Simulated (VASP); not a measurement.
The system is Si2Ni.

```
CELL_PARAMETERS angstrom
0.00000 2.54883 2.54883
2.54883 0.00000 2.54883
2.54883 2.54883 0.00000
ATOMIC_POSITIONS crystal
Si 0.25000 0.25000 0.25000
Si 0.75000 0.75000 0.75000
Ni 0.00000 0.00000 0.00000
```

Base run:

| Item | Value |
| --- | --- |
| Program | VASP 6.6.1 |
| Functional | PBE |
| Potentials or basis | VASP PAW PBE potentials, release 64 (Si, Ni) |
| Cutoff | 520 eV |
| k mesh | 14 × 14 × 14 |
| Occupations | gaussian, width 0.15 eV |
| Spin | collinear spin, ferromagnetic start |
| Starting moments | [0.0, 0.0, 0.625] μB |
| Fixed moment | 0.625 μB |

Its results: pressure 48.1 GPa; site moments Si +0.08; Ni +0.29 μB.

The run is repeated on the same cell with these changes: fixed moment from 0.625 μB to 0.875 μB; moments at the start from [0.0, 0.0, 0.62] to [0.0, 0.0, 0.88]. What comes out?

Pressure 50.1 GPa; site moments Si +0.11; Ni +0.40 μB.

Caveats: the cell stands under pressure; the total moment is fixed, so each spin has its own Fermi level.
